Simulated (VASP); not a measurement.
Here is a VASP 6.6.1 calculation.

INCAR

```
PREC     = Accurate       # precision mode
ENCUT    = 520            # plane-wave cutoff, eV
EDIFF    = 1E-8           # SCF threshold, eV
ISMEAR   = -1             # smearing method
SIGMA    = 0.05           # smearing width, eV
LREAL    = False          # projectors in reciprocal space
LASPH    = True           # aspherical terms in the spheres
NELM     = 150            # most SCF steps
ALGO     = Normal         # electronic algorithm
ISIF     = 2              # what is computed and relaxed
LWAVE    = False          # write WAVECAR
LCHARG   = True           # write CHGCAR
ISPIN    = 2              # spin polarisation
MAGMOM   = 2 1            # initial moments
LORBIT   = 11             # projections on sites
LMAXMIX  = 4              # l up to which the mixer works
GGA      = PS             # functional
NBANDS   = 22             # bands
IBRION   = 8              # ionic algorithm
NSW      = 1              # ionic steps
```

File KPOINTS:

```
regular mesh
0
Gamma
  7 7 7
```

Contents of POSCAR:

```
TiCo
1.0
    2.9861109900      0.0000000000      0.0000000000
    0.0000000000      2.9861109900      0.0000000000
    0.0000000000      0.0000000000      2.9861109900
Co Ti
1 1
Direct
    0.5000000000      0.5000000000      0.5000000000
    0.0000000000      0.0000000000      0.0000000000
```

Potentials or basis: VASP PAW PBE potentials, release 64 (Co, Ti_sv).

Command:

```console
$ cat potpaw_PBE.64/Co/POTCAR potpaw_PBE.64/Ti_sv/POTCAR > POTCAR
$ mpirun -np 1 vasp_std > vasp.out
```

Task: Predict the highest phonon frequency at Γ.

Result: 217 cm⁻¹.

Task: What does it give for the site moments?

Result: Co +0.88; Ti -0.04 μB.

Phonon frequencies in cm⁻¹ (negative: imaginary):
```csv
q point,frequencies
"(0.000, 0.000, 0.000)",0 0 0 217 217 217
```

Caveat: the cell stands under pressure or tension, which shifts response properties.
